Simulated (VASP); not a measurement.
# Zn (I4/mmm) in VASP: further runs

Zn is run at these levels: PBE; tasks: single point.

Program: VASP 6.6.1. These are calculated values, not measurements. Logs are shortened: lines on timing, memory, paths and dates and some standing lists are left out, and cuts for length are marked.

**1. The cell of the first run**

The structure is tetragonal, space group I4/mmm (No. 139). Conventional cell: a = 3.825 Å, b = 3.825 Å, c = 3.331 Å, α = 90.00°, β = 90.00°, γ = 90.00°. Zn (site symmetry 4/mmm) has 14 Zn at 3.18 to 3.82 Å within 4.2 Å.

**2. Single point, PBE (Hg replaced by Zn, lengths x 0.955, strained)**

Contents of INCAR:

```
SYSTEM = Zn
ALGO = Normal ; EDIFF = 1E-6
ENCUT = 500 ; GGA = PE
GGA_COMPAT = .FALSE. ; ISIF = 2
ISMEAR = 0 ; LASPH = .TRUE.
LCHARG = .TRUE. ; LELF = .TRUE.
LREAL = .FALSE. ; LVHAR = .TRUE.
LWAVE = .FALSE. ; NBANDS = 12
NELM = 120 ; PREC = Accurate
SIGMA = 0.1
```

Contents of KPOINTS:

```
k-points
0
G
  8 8 8
  0 0 0
```

Contents of POSCAR:

```
Zn
1.0
   -1.9124179362      1.9124179362      1.6653035954
    1.9124179362     -1.9124179362      1.6653035954
    1.9124179362      1.9124179362     -1.6653035954
Zn
1
Direct
    0.0000000000      0.0000000000      0.0000000000
```

Potentials or basis: VASP PAW PBE potentials, release 64 (Zn).

Run with:

```
$ cat potpaw_PBE.64/Zn/POTCAR > POTCAR
$ mpirun -np 1 vasp_std > vasp.out
```

OUTCAR:

```text
SYSTEM = Zn
   EDIFF = 1E-6
   ENCUT = 500
   GGA = PE
   ISIF = 2
   ISMEAR = 0
   LASPH = .TRUE.
   LREAL = .FALSE.
   NELM = 120
   PREC = Accurate

 ion  position               nearest neighbor table
   1  0.000  0.000  0.000-

  LATTYP: Found a body centered tetragonal cell.
 ALAT       =     3.8248358724
 C/A-ratio  =     0.8707843426

  Lattice vectors:

 A1 = (  -1.9124179362,   1.9124179362,   1.6653035954)
 A2 = (   1.9124179362,  -1.9124179362,   1.6653035954)
 A3 = (   1.9124179362,   1.9124179362,  -1.6653035954)

Analysis of symmetry for initial positions (statically):
=====================================================================
 Subroutine PRICEL returns:
 Original cell was already a primitive cell.

 Routine SETGRP: Setting up the symmetry group for a
 body centered tetragonal supercell.

 Subroutine GETGRP returns: Found 16 space group operations
 (whereof 16 operations were pure point group operations)
 out of a pool of 16 trial point group operations.

The static configuration has the point symmetry D_4h.

Analysis of symmetry for dynamics (positions and initial velocities):
=====================================================================
 Subroutine PRICEL returns:
 Original cell was already a primitive cell.

 Routine SETGRP: Setting up the symmetry group for a
 body centered tetragonal supercell.

 Subroutine GETGRP returns: Found 16 space group operations
 (whereof 16 operations were pure point group operations)
 out of a pool of 16 trial point group operations.

The dynamic configuration has the point symmetry D_4h.

 Subroutine INISYM returns: Found 16 space group operations
 (whereof 16 operations are pure point group operations),
 and found     1 'primitive' translations

----------------------------------------------------------------------------------------

                                     Primitive cell

  volume of cell :      24.3623

  direct lattice vectors                    reciprocal lattice vectors
    -1.912417936  1.912417936  1.665303595     0.000000000  0.261449127  0.300245554
     1.912417936 -1.912417936  1.665303595     0.261449127  0.000000000  0.300245554
     1.912417936  1.912417936 -1.665303595     0.261449127  0.261449127  0.000000000

  length of vectors
     3.176148736  3.176148736  3.176148736     0.398124401  0.398124401  0.369744901

  position of ions in fractional coordinates (direct lattice)
     0.000000000  0.000000000  0.000000000

  ion indices of the primitive-cell ions
   primitive index   ion index
                 1           1

----------------------------------------------------------------------------------------

 KPOINTS: k-points

Automatic generation of k-mesh.
 Grid dimensions read from file:
 generate k-points for:    8    8    8

 Generating k-lattice:

  Cartesian coordinates                     Fractional coordinates (reciprocal lattice)
     0.000000000  0.032681141  0.037530694     0.125000000  0.000000000  0.000000000
     0.032681141  0.000000000  0.037530694     0.000000000  0.125000000  0.000000000
     0.032681141  0.032681141  0.000000000     0.000000000  0.000000000  0.125000000

  Length of vectors
     0.049765550  0.049765550  0.046218113

  Shift w.r.t. Gamma in fractional coordinates (k-lattice)
     0.000000000  0.000000000  0.000000000

 Subroutine IBZKPT returns following result:
 ===========================================

 Found     59 irreducible k-points:

 Following reciprocal coordinates:
            Coordinates               Weight
  0.000000  0.000000  0.000000      1.000000
  0.125000  0.000000 -0.000000      8.000000
  0.250000  0.000000 -0.000000      8.000000
  0.375000  0.000000 -0.000000      8.000000
  0.500000  0.000000 -0.000000      4.000000
  0.125000  0.125000 -0.000000      8.000000
[... 16 lines left out ...]
  0.250000  0.125000  0.125000     16.000000
  0.375000  0.125000  0.125000      8.000000
 [... further k-points ...]
   k-points           NKPTS =     59   k-points in BZ     NKDIM =     59   number of bands    NBANDS=     12
   number of dos      NEDOS =    301   number of ions     NIONS =      1
   total plane-waves  NPLWV =  13824
   dimension x,y,z NGX =    24 NGY =   24 NGZ =   24
   dimension x,y,z NGXF=    48 NGYF=   48 NGZF=   48
   ions per type =               1
   NGX,Y,Z   is equivalent  to a cutoff of  12.56, 12.56, 12.56 a.u.
   NGXF,Y,Z  is equivalent  to a cutoff of  25.12, 25.12, 25.12 a.u.
 SYSTEM =  Zn
   PREC   = accura    normal or accurate (medium, high low for compatibility)
   ISTART =      0    job   : 0-new  1-cont  2-samecut
   ICHARG =      2    charge: 1-file 2-atom 10-const
   ISPIN  =      1    spin polarized calculation?
   LNONCOLLINEAR =      F non collinear calculations
   LSORBIT =      F    spin-orbit coupling
   LASPH  =      T    aspherical Exc in radial PAW
   ENCUT  =  500.0 eV  36.75 Ry    6.06 a.u.   5.79  5.79  5.79*2*pi/ulx,y,z
   NELM   =    120;   NELMIN=  2; NELMDL= -5     # of ELM steps
   EDIFF  = 0.1E-05   stopping-criterion for ELM
   LREAL  =      F    real-space projection
   EDIFFG = 0.1E-04   stopping-criterion for IOM
   NSW    =      0    number of steps for IOM
   IBRION =     -1    ionic relax: 0-MD 1-quasi-New 2-CG
   NFREE  =      0    steps in history (QN), initial steepest desc. (CG)
   ISIF   =      2    stress and relaxation
   ISYM   =      2    0-nonsym 1-usesym 2-fastsym
   POTIM  = 0.5000    time-step for ionic-motion
   TEBEG  =    0.0;   TEEND  =   0.0 temperature during run
   PSTRESS=    0.0 pullay stress
   NELECT =      12.0000    total number of electrons
   NUPDOWN=      -1.0000    fix difference up-down
   EMIN   =  10.00;   EMAX   =-10.00  energy-range for DOS
   EFERMI =   0.00;   METHOD = LEGACY
   ISMEAR =     0;   SIGMA  =   0.10  broadening in eV -4-tet -1-fermi 0-gaus
   EFERMI_NEDOS =   21; number of points for ismear=-14 and -15
   IALGO  =     38    algorithm
   IMIX   =      4    mixing-type and parameters
     AMIX     =   0.40;   BMIX     =  1.00
     AMIX_MAG =   1.60;   BMIX_MAG =  1.00
  volume/ion in A,a.u.               =      24.36       164.41
  Fermi-wavevector in a.u.,A,eV,Ry     =   1.292892  2.443212 22.743086  1.671570
  Thomas-Fermi vector in A             =   2.424572
   LORBIT       =      0    0 simple, 1 ext, 2 COOP (PROOUT), +10 PAW based schemes
   GGA     = PE    functional components
   LHFCALC =     F    Hartree Fock is set to
   AEXX    =    0.0000 exact exchange contribution
   IVDW    =     0    specifies the selected vdW correction
   LEPSILON=     F    determine dielectric tensor
   LRPA    =     F    only Hartree local field effects (RPA)
 non-spin polarized calculation
 Gauss-broadening in eV      SIGMA  =   0.10
  energy-cutoff  :      500.00
  volume of cell :       24.36
 maximum number of plane-waves:       630
   NGX = 11   NGY = 11   NGZ = 11

 number of electron      12.0000007 magnetization

 Free energy of the ion-electron system (eV)
  ---------------------------------------------------
  ext. energy  EPLUGINS =         0.00000000
  ---------------------------------------------------
  free energy    TOTEN  =        -0.67149621 eV

  energy without entropy =       -0.66899960  energy(sigma->0) =       -0.67024791

 E-fermi :   0.3863     XC(G=0):  -9.2806

 val. band max:        0.3380476621   @ k =  -0.1250   0.5000   0.1250
 cond. band min:       0.4036799377   @ k =   0.3750   0.1250   0.1250
 fundamental gap:      0.0656322757
 Fermi energy:         0.3863280374

 k-point     1 :       0.0000    0.0000    0.0000
  band No.  band energies     occupation
      1      -6.7864      2.00000
      2      -6.4378      2.00000
      3      -6.3251      2.00000
      4      -6.3251      2.00000
      5      -6.2347      2.00000
      6      -6.1352      2.00000
      7      12.5050      0.00000
      8      12.5050      0.00000
      9      14.2325      0.00000
     10      15.5938      0.00000
     11      16.6706      0.00000
     12      17.7022      0.00000

 k-point     2 :       0.1250    0.0000   -0.0000
  band No.  band energies     occupation
      1      -6.4535      2.00000
      2      -6.4252      2.00000
      3      -6.3096      2.00000
      4      -6.2838      2.00000
      5      -6.2201      2.00000
      6      -6.1478      2.00000
      7      11.0894      0.00000
      8      11.2519      0.00000
      9      12.1950      0.00000
     10      15.1089      0.00000
     11      15.1427      0.00000
     12      17.5693      0.00000

 k-point     3 :       0.2500    0.0000   -0.0000
  band No.  band energies     occupation
      1      -6.4517      2.00000
      2      -6.4377      2.00000
      3      -6.2116      2.00000
      4      -6.1757      2.00000
      5      -6.1696      2.00000
      6      -5.1855      2.00000
      7       6.9424      0.00000
      8       9.6220      0.00000
      9      10.6297      0.00000
     10      13.3170      0.00000
     11      13.3233      0.00000
     12      17.9338      0.00000

 k-point     4 :       0.3750    0.0000   -0.0000
  band No.  band energies     occupation
      1      -6.5202      2.00000
      2      -6.4974      2.00000
      3      -6.1877      2.00000
      4      -6.1145      2.00000
      5      -6.0881      2.00000
      6      -3.2353      2.00000
      7       2.8956      0.00000
      8       8.5138      0.00000
      9       9.7360      0.00000
     10      12.2190      0.00000
     11      12.2221      0.00000
     12      18.8852      0.00000

 k-point     5 :       0.5000    0.0000   -0.0000
  band No.  band energies     occupation
      1      -6.5571      2.00000
      2      -6.5174      2.00000
      3      -6.1915      2.00000
      4      -6.0904      2.00000
      5      -6.0338      2.00000
      6      -0.6686      2.00000
      7      -0.3849      2.00000
      8       8.1228      0.00000
      9       9.4269      0.00000
     10      11.8563      0.00000
     11      11.8620      0.00000
     12      19.7895      0.00000
[... 228 lines left out ...]
      1      -6.5620      2.00000
      2      -6.3981      2.00000
      3      -6.2571      2.00000
      4      -6.1901      2.00000
      5      -6.0389      2.00000
      6      -1.7181      2.00000
      7      -0.8939      2.00000
      8      10.1636      0.00000
      9      12.0562      0.00000
     10      14.2627      0.00000
     11      14.3151      0.00000
     12      18.1542      0.00000

 k-point    22 :       0.1250    0.1250    0.1250
  band No.  band energies     occupation
      1      -6.4469      2.00000
      2      -6.3889      2.00000
      3      -6.2731      2.00000
      4      -6.1752      2.00000
      5      -6.1736      2.00000
      6      -4.4886      2.00000
      7       5.8320      0.00000
      8       7.4086      0.00000
      9       8.4539      0.00000
     10      15.8303      0.00000
     11      17.5526      0.00000
     12      18.1014      0.00000

 k-point    23 :       0.2500    0.1250    0.1250
  band No.  band energies     occupation
      1      -6.4769      2.00000
      2      -6.4396      2.00000
      3      -6.2048      2.00000
      4      -6.1823      2.00000
      5      -6.1168      2.00000
      6      -2.5638      2.00000
      7       3.3488      0.00000
      8       5.4913      0.00000
      9       6.5670      0.00000
     10      16.0806      0.00000
     11      16.9441      0.00000
     12      19.6438      0.00000

 k-point    24 :       0.3750    0.1250    0.1250
  band No.  band energies     occupation
      1      -6.4853      2.00000
      2      -6.4735      2.00000
      3      -6.1851      2.00000
      4      -6.1581      2.00000
      5      -6.1007      2.00000
      6      -0.1983      2.00000
      7       0.4037      0.80615
      8       5.1727      0.00000
      9       5.9794      0.00000
     10      16.1073      0.00000
     11      16.4047      0.00000
     12      20.5486      0.00000

 [... further k-points ...]
[... 5 lines left out ...]
  --------------------------------------------------------------------------------------
  -------------------------------------------------------------------------------------
  Total       -1.0847082     -1.0847082     -1.0838270      0.0000000      0.0000000      0.0000000
  in kB      -71.3353010    -71.3353010    -71.2773486      0.0000000      0.0000000      0.0000000
  external PRESSURE =     -71.3159835 kB  Pullay stress =       0.0000000 kB

 VOLUME and BASIS-vectors are now :
 -----------------------------------------------------------------------------
  energy-cutoff  :      500.00
  volume of cell :       24.36
      direct lattice vectors                 reciprocal lattice vectors
    -1.912417936  1.912417936  1.665303595     0.000000000  0.261449127  0.300245554
     1.912417936 -1.912417936  1.665303595     0.261449127  0.000000000  0.300245554
     1.912417936  1.912417936 -1.665303595     0.261449127  0.261449127  0.000000000

 POSITION                                       TOTAL-FORCE (eV/Angst)
 -----------------------------------------------------------------------------------
      0.00000      0.00000      0.00000        -0.000000      0.000000     -0.000000
 -----------------------------------------------------------------------------------
    total drift:                               -0.000000      0.000000      0.000000

  FREE ENERGIE OF THE ION-ELECTRON SYSTEM (eV)
  ---------------------------------------------------
  free  energy   TOTEN  =        -0.6714962147 eV

  energy  without entropy=       -0.6689995991  energy(sigma->0) =       -0.67024791
```

It took 15 s on 1 thread of Intel Xeon 8259CL, shared host; peak memory 0.14 GiB.

What came out:

```
Free energy            : -0.6715 eV
Pressure               : -7.1 GPa
Band gap on the k mesh : zero (band 6 reaches 3.05 eV, above the bottom of band 7 at -0.89 eV)
```

Levels at points of the mesh, in eV from the Fermi level:
```tsv
k point	band 4	band 5	band 6	band 7	band 8	band 9
(0.00, 0.00, 0.00)	-6.71	-6.62	-6.52	12.12	12.12	13.85
(0.50, 0.00, 0.00)	-6.48	-6.42	-1.05	-0.77	7.74	9.04
(0.50, 0.50, 0.00)	-6.58	-6.43	-2.10	-1.28	9.78	11.67
(0.50, 0.50, 0.50)	-6.45	-6.43	2.66	2.73	2.73	5.77
```

Caveat: the cell differs from its parent crystal (Hg replaced by Zn, lengths x 0.955, strained).

**3. Single point, PBE (Hg replaced by Zn, lengths x 0.955, strained)**

Contents of INCAR:

```
  PREC = Accurate
  ENCUT = 500
  EDIFF = 1E-6
  ISMEAR = 0
  SIGMA = 0.1
  LREAL = False
  LASPH = True
  NELM = 120
  ALGO = Normal
  ISIF = 2
  LWAVE = False
  LCHARG = False
  GGA = PE
  NBANDS = 12
  GGA_COMPAT = False
```

Contents of KPOINTS:

```
Automatic mesh
0
Gamma
  16 16 16
```

POSCAR is that of step 2.

Potentials or basis: VASP PAW PBE potentials, release 64 (Zn).

Run with:

```
$ cat potpaw_PBE.64/Zn/POTCAR > POTCAR
$ mpirun -np 1 vasp_std > vasp.out
```

Wall time 66 s (1 thread of Intel Xeon 8259CL, shared host); peak memory 0.21 GiB.

The run converged. Its results:

| Item | Value |
| --- | --- |
| Free energy | -0.6676 eV |
| Pressure | -7.3 GPa |
| Band gap on the k mesh | zero (band 6 reaches 3.04 eV, above the bottom of band 7 at -0.90 eV) |

Stress tensor (GPa, compression positive):
```
-7.05  0.00  0.00
 0.00 -7.05  0.00
 0.00  0.00 -7.75
```

Levels at points of the mesh, in eV from the Fermi level:
| k point | band 4 | band 5 | band 6 | band 7 | band 8 | band 9 |
| --- | --- | --- | --- | --- | --- | --- |
| (0.00, 0.00, 0.00) | -6.67 | -6.58 | -6.47 | 12.17 | 12.17 | 13.89 |
| (0.50, 0.00, 0.00) | -6.43 | -6.37 | -1.00 | -0.72 | 7.79 | 9.09 |
| (0.50, 0.50, 0.00) | -6.53 | -6.38 | -2.05 | -1.23 | 9.83 | 11.72 |
| (0.50, 0.50, 0.50) | -6.41 | -6.38 | 2.71 | 2.78 | 2.78 | 5.82 |

Caveat: the cell differs from its parent crystal (Hg replaced by Zn, lengths x 0.955, strained).
